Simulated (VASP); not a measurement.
**Si2F: single point with PBE**

Crystal: Si2F.

```
Si F
1.0
     3.84786    0.00000    0.00000
     1.92393   -7.92460    0.00000
     0.00000    0.00000   -2.74444
Si F
4 2
Direct
  0.71878 0.56244 0.75000
  0.28122 0.43756 0.25000
  0.42422 0.15156 0.75000
  0.57578 0.84844 0.25000
  0.07728 0.84544 0.75000
  0.92272 0.15456 0.25000
```

```json
{
  "Program": "VASP 6.6.1",
  "Task": "single point",
  "Functional": "PBE",
  "Potentials or basis": "VASP PAW PBE potentials, release 64 (Si, F)",
  "Cutoff": "520 eV",
  "k mesh": "5 × 5 × 5",
  "Occupations": "methfessel-paxton, width 0.029 eV",
  "Spin": "no spin polarisation"
}
```

The pressure is -0.1 GPa and the largest force is 0.003 eV/Å. The band gap on the k mesh is zero (band 15 reaches 8.88 eV, above the bottom of band 16 at 5.81 eV).

Forces in eV/Å, atoms in the order of the input:
```
Si   0.000  0.002  0.000
Si   0.000 -0.002  0.000
Si   0.000 -0.003  0.000
Si   0.000  0.003  0.000
F    0.000  0.001  0.000
F    0.000 -0.001  0.000
```

Levels at points of the mesh, in eV from the Fermi level:
```
           k point  band 12  band 13  band 14  band 15  band 16  band 17  band 18  band 19
(0.00, 0.00, 0.00)    -3.26    -2.79    -2.40    -0.15     2.97     4.37     4.52     5.00
```

Wall time 40 s on 1 thread of Intel(R) Xeon(R) Platinum 8488C (Sapphire Rapids), on a shared host, peak memory 0.2 GiB.

Caveat: the k points lie up to 0.46 Å⁻¹ apart.
